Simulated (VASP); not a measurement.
# Mo: single point with PBE

Crystal: Mo.

```xyz
1
Lattice="-1.6153 1.6153 1.4861 1.6153 -1.6153 1.4861 1.6153 1.6153 -1.4861" Properties=species:S:1:pos:R:3 pbc="T T T"
Mo    0.0000    0.0000    0.0000
```

This cell differs from its parent crystal: ratio of the length along z to the lengths across it x 0.92, volume and fractional coordinates fixed.

| Property | Result |
| --- | --- |
| Program | VASP 6.6.1 |
| Task | single point |
| Functional | PBE |
| Potentials or basis | VASP PAW PBE potentials, release 64 (Mo_sv) |
| Cutoff | 520 eV |
| k mesh | 24 × 24 × 24 |
| Occupations | gaussian, width 0.15 eV |
| Spin | no spin polarisation |

| Item | Value |
| --- | --- |
| Pressure | 6.4 GPa |
| Band gap on the k mesh | zero (bands 7 and 8 overlap by 5.28 eV) |

Stress tensor (GPa, compression positive):
```
-2.30  0.00  0.00
 0.00 -2.30  0.00
 0.00  0.00 23.69
```

Levels at points of the mesh, in eV from the Fermi level:
| k point | band 3 | band 4 | band 5 | band 6 | band 7 | band 8 | band 9 | band 10 | band 11 | band 12 |
| --- | --- | --- | --- | --- | --- | --- | --- | --- | --- | --- |
| (0.00, 0.00, 0.00) | -34.53 | -34.48 | -7.25 | -1.99 | -0.97 | -0.97 | 0.95 | 2.26 | 14.38 | 14.38 |
| (0.50, 0.00, 0.00) | -35.01 | -34.58 | -5.40 | -3.74 | 1.68 | 1.93 | 3.02 | 4.79 | 11.92 | 12.07 |
| (0.50, 0.50, 0.00) | -34.87 | -34.49 | -5.28 | -2.68 | 0.85 | 1.22 | 1.95 | 4.67 | 11.25 | 12.26 |
| (0.50, 0.50, 0.50) | -35.58 | -35.31 | -5.59 | -5.38 | 3.96 | 3.96 | 4.24 | 8.41 | 8.41 | 10.64 |

Run time: 110 s on 1 thread of AMD EPYC 9R45 96-Core Processor (Zen 5) (shared host), peak memory 0.26 GiB.

Caveat: the cell stands under pressure.
